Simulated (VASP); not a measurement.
# AgI (F-43m) in VASP: a series of runs, part 2 of 2

VASP 6.6.1. The steps go on from the part before.

## (3) Vibrations by perturbation theory, PBEsol

This run uses another cell than the first one, of 33.54 Å³/atom, 1.052 times its volume.

File INCAR:

```
SYSTEM = AgI
PREC = Accurate
ENCUT = 500
EDIFF = 1E-8
ISMEAR = 0
SIGMA = 0.01
LREAL = .FALSE.
LASPH = .TRUE.
NELM = 120
ALGO = Normal
ISIF = 2
LWAVE = .FALSE.
LCHARG = .FALSE.
GGA = PS
NBANDS = 16
IBRION = 8
NSW = 1
GGA_COMPAT = .FALSE.
```

File KPOINTS:

```
regular mesh
0
G
  6 6 6
  0 0 0
```

File POSCAR:

```
AgI
1.0
    3.2250452875      3.2250452875      0.0000000000
   -3.2250452875      3.2250452875      0.0000000000
    0.0000000000      3.2250452875      3.2250452875
Ag I
1 1
Direct
    0.0000000000      0.0000000000      0.0000000000
    0.7500000000      0.2500000000      0.5000000000
```

Potentials or basis: VASP PAW PBE potentials, release 64 (Ag, I).

On the command line:

```
$ cat potpaw_PBE.64/Ag/POTCAR potpaw_PBE.64/I/POTCAR > POTCAR
$ mpirun -np 1 vasp_std > vasp.out
```

OUTCAR:

```text
SYSTEM = AgI
   PREC = Accurate
   ENCUT = 500
   EDIFF = 1E-8
   ISMEAR = 0
   LREAL = .FALSE.
   LASPH = .TRUE.
   NELM = 120
   ISIF = 2
   GGA = PS
   IBRION = 8
   NSW = 1

 ion  position               nearest neighbor table
   1  0.000  0.000  0.000-   2 2.79   2 2.79   2 2.79   2 2.79
   2  0.750  0.250  0.500-   1 2.79   1 2.79   1 2.79   1 2.79

  LATTYP: Found a face centered cubic cell.
 ALAT       =     6.4500905750

  Lattice vectors:

 A1 = (   0.0000000000,   3.2250452875,   3.2250452875)
 A2 = (   3.2250452875,   0.0000000000,   3.2250452875)
 A3 = (   3.2250452875,   3.2250452875,   0.0000000000)

Analysis of symmetry for initial positions (statically):
=====================================================================
 Subroutine PRICEL returns:
 Original cell was already a primitive cell.

 Routine SETGRP: Setting up the symmetry group for a
 face centered cubic supercell.

 Subroutine GETGRP returns: Found 24 space group operations
 (whereof 24 operations were pure point group operations)
 out of a pool of 48 trial point group operations.

The static configuration has the point symmetry T_d .

Analysis of symmetry for dynamics (positions and initial velocities):
=====================================================================
 Subroutine PRICEL returns:
 Original cell was already a primitive cell.

 Routine SETGRP: Setting up the symmetry group for a
 face centered cubic supercell.

 Subroutine GETGRP returns: Found 24 space group operations
 (whereof 24 operations were pure point group operations)
 out of a pool of 48 trial point group operations.

The dynamic configuration has the point symmetry T_d .

 Subroutine INISYM returns: Found 24 space group operations
 (whereof 24 operations are pure point group operations),
 and found     1 'primitive' translations

----------------------------------------------------------------------------------------

                                     Primitive cell

  volume of cell :      67.0869

  direct lattice vectors                    reciprocal lattice vectors
     3.225045287  3.225045287  0.000000000     0.155036583  0.155036583 -0.155036583
    -3.225045287  3.225045287  0.000000000    -0.155036583  0.155036583 -0.155036583
     0.000000000  3.225045287  3.225045287     0.000000000  0.000000000  0.310073165

  length of vectors
     4.560902785  4.560902785  4.560902785     0.268531238  0.268531238  0.310073165

  position of ions in fractional coordinates (direct lattice)
     0.000000000  0.000000000  0.000000000
     0.750000000  0.250000000  0.500000000

  ion indices of the primitive-cell ions
   primitive index   ion index
                 1           1
[... 114 lines left out ...]

 E-fermi :   3.2850     XC(G=0):  -8.7319

 val. band max:        3.2406286395   @ k =   0.0000   0.0000   0.0000
 cond. band min:       4.4408772616   @ k =   0.0000   0.0000   0.0000
 fundamental gap:      1.2002486221
 Fermi energy:         3.2850285768

 k-point     1 :       0.0000    0.0000    0.0000
  band No.  band energies     occupation
      1      -9.7240      2.00000
      2      -1.1252      2.00000
      3      -1.1252      2.00000
      4      -1.1252      2.00000
      5       0.0626      2.00000
      6       0.0626      2.00000
[... 283 lines left out ...]
      5       0.0520      2.00000
      6       0.3198      2.00000
[... 8 lines left out ...]
     15      14.7343      0.00000
     16      14.9131      0.00000

------------------------ aborting loop because EDIFF is reached ----------------------------------------

  FORCE on cell =-STRESS in cart. coord.  units (eV):
  Direction    XX          YY          ZZ          XY          YZ          ZX
  --------------------------------------------------------------------------------------
  -------------------------------------------------------------------------------------
  Total       -0.0096309     -0.0096309     -0.0096309     -0.0000000     -0.0000000      0.0000000
  in kB       -0.2300061     -0.2300061     -0.2300061     -0.0000000     -0.0000000      0.0000000
  external PRESSURE =      -0.2300061 kB  Pullay stress =       0.0000000 kB

 VOLUME and BASIS-vectors are now :
 -----------------------------------------------------------------------------
  energy-cutoff  :      500.00
  volume of cell :       67.09
      direct lattice vectors                 reciprocal lattice vectors
     3.225045287  3.225045287  0.000000000     0.155036583  0.155036583 -0.155036583
    -3.225045287  3.225045287  0.000000000    -0.155036583  0.155036583 -0.155036583
     0.000000000  3.225045287  3.225045287     0.000000000  0.000000000  0.310073165

 POSITION                                       TOTAL-FORCE (eV/Angst)
 -----------------------------------------------------------------------------------
      0.00000      0.00000      0.00000        -0.000000      0.000000     -0.000000
      1.61252      4.83757      1.61252         0.000000     -0.000000      0.000000
 -----------------------------------------------------------------------------------
    total drift:                               -0.000000     -0.000000      0.000000

  FREE ENERGIE OF THE ION-ELECTRON SYSTEM (eV)
  ---------------------------------------------------
  free  energy   TOTEN  =        -5.4534959185 eV

  energy  without entropy=       -5.4534959185  energy(sigma->0) =       -5.45349592

[... ionic steps 2 to 3 ...]

--------------------------------------- Ionic step        4  -------------------------------------------

------------------------ aborting loop because EDIFF is reached ----------------------------------------

[... ionic steps 5 to 6 ...]

--------------------------------------- Ionic step        7  -------------------------------------------

 Free energy of the ion-electron system (eV)
  ---------------------------------------------------
  ---------------------------------------------------
  free energy    TOTEN  =        -0.08120531 eV

  energy without entropy =       -0.08120531

------------------------ aborting loop because EDIFF is reached ----------------------------------------

 INTERNAL STRAIN TENSOR  FOR ION    2  DIRECTION 1   (eV/Angst):
 -----------------------------------------------------------------------------
     0.00791  0.00000 -0.00000
     0.00000 -0.02498  4.08957
     0.00000  4.08957 -0.02498

 INTERNAL STRAIN TENSOR FOR ION    2 for displacements in x,y,z  (eV/Angst):
          X           Y           Z          XY          YZ          ZX
  --------------------------------------------------------------------------------
  x     0.00000    -0.00000    -0.00000     0.00000     4.08957     0.00000
  y    -0.00000     0.00000    -0.00000     0.00000     0.00000     4.08957
  z    -0.00000    -0.00000     0.00000     4.08957     0.00000     0.00000

 SECOND DERIVATIVES (NOT SYMMETRIZED)
 ------------------------------------
               1X          1Y          1Z          2X          2Y          2Z
  1X    -2.426050    0.000000   -0.000000    2.426050   -0.000000    0.000000
  1Y    -0.000000   -2.426050    0.000000    0.000000    2.426050   -0.000000
  1Z    -0.000000    0.000000   -2.426050    0.000000   -0.000000    2.426050
  2X     2.435077    0.000000    0.000000   -2.435077    0.000000    0.000000
  2Y     0.000000    2.435077    0.000000    0.000000   -2.435077    0.000000
  2Z     0.000000    0.000000    2.435077    0.000000    0.000000   -2.435077

 Eigenvectors and eigenvalues of the dynamical matrix
 ----------------------------------------------------

   1 f  =    3.191618 THz    20.053527 2PiTHz  106.460914 cm-1    13.199465 meV
             X         Y         Z           dx          dy          dz
      0.000000  0.000000  0.000000     0.734588    0.000000   -0.000000
      1.612523  4.837568  1.612523    -0.678514   -0.000000    0.000000
[... 21 lines left out ...]
   6 f/i=    0.002954 THz     0.018561 2PiTHz    0.098538 cm-1     0.012217 meV
             X         Y         Z           dx          dy          dz
      0.000000  0.000000  0.000000    -0.000000    0.000000   -0.678514
      1.612523  4.837568  1.612523     0.000000    0.000000   -0.734588

--------------------------------------------------------------------------------------------------------

 ELASTIC MODULI CONTR FROM IONIC RELAXATION (kBar)
 Direction    XX          YY          ZZ          XY          YZ          ZX
 --------------------------------------------------------------------------------
 XX          -0.0000     -0.0000     -0.0000      0.0000     -0.0000      0.0000
 YY          -0.0000     -0.0000      0.0000      0.0000     -0.0000     -0.0000
 ZZ          -0.0000      0.0000     -0.0000     -0.0000     -0.0000      0.0000
 XY           0.0000      0.0000     -0.0000   -176.4961      0.0000     -0.0000
 YZ          -0.0000     -0.0000     -0.0000      0.0000   -176.4961     -0.0000
 ZX           0.0000     -0.0000      0.0000     -0.0000     -0.0000   -176.4961
 --------------------------------------------------------------------------------
```

OSZICAR:

```text
N       E                     dE             d eps       ncg     rms          rms(c)
DAV:   1     0.894331282583E+02    0.89433E+02   -0.76585E+03   528   0.918E+02
DAV:   2    -0.239868331900E+01   -0.91832E+02   -0.85836E+02   632   0.191E+02
DAV:   3    -0.553543124374E+01   -0.31367E+01   -0.31310E+01   648   0.370E+01
[... 37 lines left out ...]
RMM:   3    -0.810883690606E-01   -0.57578E-04   -0.57935E-05  2408   0.488E-02    0.579E-02
RMM:   4    -0.811864894179E-01   -0.98120E-04   -0.16637E-05  2467   0.241E-02    0.930E-03
RMM:   5    -0.812024309271E-01   -0.15942E-04   -0.84225E-07  2526   0.431E-03    0.293E-03
RMM:   6    -0.812053123098E-01   -0.28814E-05   -0.15231E-07  2503   0.196E-03    0.611E-04
RMM:   7    -0.812053118914E-01    0.41845E-09    0.85232E-08  2555   0.470E-04    0.104E-04
 Linear response finished
```

Run time: 95 s. Hardware: 1 thread of AMD EPYC 9R45 (Zen 5), shared host; peak memory 0.28 GiB.

Results:

```yaml
Highest_phonon_frequency_at_Γ_LO-TO_splitting_left_out: 106 cm⁻¹
```

Phonon frequencies in cm⁻¹ (negative: imaginary):
```
              q point        frequencies
(0.000, 0.000, 0.000)  0 0 0 106 106 106
```

Caveat: the PAW data sets were made with another functional, which shifts forces and pressure a little; spin-orbit coupling is left out, which moves the levels of the heavy elements.

## (4) Vibrations by perturbation theory, PBEsol

This run uses another cell than the first one, of 35.99 Å³/atom, 1.128 times its volume.

File INCAR:

```
SYSTEM = AgI
ALGO = Normal
EDIFF = 1E-8
ENCUT = 500
GGA = PS
GGA_COMPAT = .False.
IBRION = 8
ISIF = 2
ISMEAR = 0
LASPH = .True.
LCHARG = .False.
LREAL = .False.
LWAVE = .False.
NELM = 120
NSW = 1
PREC = Accurate
SIGMA = 0.01
```

File KPOINTS:

```
k-points
0
Gamma
  6 6 6
  0 0 0
```

File POSCAR:

```
AgI
1.0
    3.3015582936      3.3015582936      0.0000000000
   -3.3015582936      3.3015582936      0.0000000000
    0.0000000000      3.3015582936      3.3015582936
Ag I
1 1
Direct
    0.0000000000      0.0000000000      0.0000000000
    0.7500000000      0.2500000000      0.5000000000
```

Potentials or basis: VASP PAW PBE potentials, release 64 (Ag, I).

On the command line:

```
$ cat potpaw_PBE.64/Ag/POTCAR potpaw_PBE.64/I/POTCAR > POTCAR
$ mpirun -np 1 vasp_std > vasp.out
```

OUTCAR:

```text
SYSTEM = AgI
   EDIFF = 1E-8
   ENCUT = 500
   GGA = PS
   IBRION = 8
   ISIF = 2
   ISMEAR = 0
   LASPH = .True.
   LREAL = .False.
   NELM = 120
   NSW = 1
   PREC = Accurate

 ion  position               nearest neighbor table
   1  0.000  0.000  0.000-   2 2.86   2 2.86   2 2.86   2 2.86
   2  0.750  0.250  0.500-   1 2.86   1 2.86   1 2.86   1 2.86

  LATTYP: Found a face centered cubic cell.
 ALAT       =     6.6031165872
[... 503 lines left out ...]
 ------------------------------------
               1X          1Y          1Z          2X          2Y          2Z
  1X    -1.609105    0.000000    0.000000    1.609105    0.000000    0.000000
  1Y     0.000000   -1.609105    0.000000    0.000000    1.609105    0.000000
  1Z     0.000000    0.000000   -1.609105    0.000000    0.000000    1.609105
  2X     1.603291    0.000000    0.000000   -1.603291    0.000000    0.000000
  2Y     0.000000    1.603291    0.000000    0.000000   -1.603291    0.000000
  2Z     0.000000    0.000000    1.603291    0.000000    0.000000   -1.603291

 Eigenvectors and eigenvalues of the dynamical matrix
 ----------------------------------------------------

   1 f  =    2.594905 THz    16.304269 2PiTHz   86.556715 cm-1    10.731660 meV
             X         Y         Z           dx          dy          dz
      0.000000  0.000000  0.000000     0.735826   -0.000000    0.000000
      1.650779  4.952337  1.650779    -0.677170    0.000000    0.000000
[... 21 lines left out ...]
   6 f/i=    0.002340 THz     0.014705 2PiTHz    0.078066 cm-1     0.009679 meV
             X         Y         Z           dx          dy          dz
      0.000000  0.000000  0.000000     0.663377   -0.113538    0.074829
      1.650779  4.952337  1.650779     0.720839   -0.123372    0.081311

--------------------------------------------------------------------------------------------------------

 ELASTIC MODULI CONTR FROM IONIC RELAXATION (kBar)
 Direction    XX          YY          ZZ          XY          YZ          ZX
 --------------------------------------------------------------------------------
 XX          -0.0000      0.0000      0.0000     -0.0000     -0.0000     -0.0000
 YY           0.0000     -0.0000     -0.0000     -0.0000      0.0000     -0.0000
 ZZ           0.0000     -0.0000     -0.0000     -0.0000      0.0000      0.0000
 XY          -0.0000     -0.0000     -0.0000    -78.2111      0.0000      0.0000
 YZ          -0.0000      0.0000      0.0000      0.0000    -78.2111     -0.0000
 ZX          -0.0000     -0.0000      0.0000      0.0000     -0.0000    -78.2111
 --------------------------------------------------------------------------------
```

Wall time 97 s (1 thread of AMD EPYC 9R45 (Zen 5), shared host); peak memory 0.27 GiB.

What came out:

```
Highest phonon frequency at Γ, LO-TO splitting left out : 87 cm⁻¹
```

Phonon frequencies in cm⁻¹ (negative: imaginary):
```csv
q point,frequencies
"(0.000, 0.000, 0.000)",0 0 0 87 87 87
```

Caveat: the cell wasn't relaxed at this level first, which shifts response properties; the PAW data sets were made with another functional, which shifts forces and pressure a little; spin-orbit coupling is left out, which moves the levels of the heavy elements.
